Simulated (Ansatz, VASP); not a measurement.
## One calculation of P3W, two programs

```
W P
1.0
     2.44196    4.22959    0.00000
    -2.44196    4.22959    0.00000
     0.00000    0.00000    4.66501
W P
2 6
Direct
  0.33330 0.33340 0.25000
  0.66660 0.66670 0.75000
  0.83300 0.83300 0.25000
  0.16700 0.66600 0.75000
  0.33400 0.83300 0.25000
  0.16700 0.16700 0.75000
  0.83300 0.33400 0.25000
  0.66600 0.16700 0.75000
```

Alike in both runs: task single point; functional r2SCAN; k mesh 6 × 6 × 6; occupations gaussian, width 0.0263 eV; no spin polarisation.

|  | VASP | Ansatz |
| --- | --- | --- |
| version | VASP 6.6.1 | Ansatz 0.2.0 |
| potentials or method | VASP PAW PBE potentials, release 64 (W_sv, P), cutoff 520 eV | PAW plane waves |
| valence electrons in the cell | 58 | 58 |

|  | VASP | Ansatz | Ansatz less VASP |
| --- | --- | --- | --- |
| rms of the force components (eV/Å) | 0.600 | 0.606 | +0.0055 |

VASP's potentials were made for PBE, not for r2SCAN. Atom by atom the forces differ by 0.006 eV/Å (rms over components). Ansatz's warnings: structure snapped to symmetry.

Spin-orbit coupling is off throughout.
